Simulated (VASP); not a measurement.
Write the native input for VASP 6.6.1 that does the following.

- Task: single point
- Functional: LDA
- Potentials or basis: VASP PAW LDA potentials, release 64 (Sr_sv)
- Cutoff: 500 eV
- k mesh: 8 × 8 × 8
- Occupations: gaussian, width 0.01 eV
- Spin: no spin polarisation
- Dipole correction: no
- Further INCAR settings: ALGO = Normal; EDIFF = 1e-06; NBANDS = 11

The structure of Sr lies in POSCAR:

```
Sr
1.0
    0.0000000000      2.8922511961      2.8922511961
    2.8922511961      0.0000000000      2.8922511961
    2.8922511961      2.8922511961      0.0000000000
Sr
1
Direct
    0.0000000000      0.0000000000      0.0000000000
```

These files were run (other wordings do the same):

INCAR

```
PREC = Accurate
ENCUT = 500
EDIFF = 1E-6
ISMEAR = 0
SIGMA = 0.01
LREAL = False
LASPH = True
NELM = 120
ALGO = Normal
ISIF = 2
LWAVE = False
LCHARG = False
NBANDS = 11
GGA_COMPAT = False
```

KPOINTS

```
regular mesh
0
Gamma
  8 8 8
```

Potentials or basis: VASP PAW LDA potentials, release 64 (Sr_sv).

Launch:

```console
$ cat potpaw_LDA.64/Sr_sv/POTCAR > POTCAR
$ mpirun -np 1 vasp_std > vasp.out
```

Results of the run:

The pressure is 0.0 GPa.

Run time: 12 s on 1 thread of Intel(R) Xeon(R) Platinum 8375C CPU @ 2.90GHz (Ice Lake) (shared host), peak memory 0.15 GiB.
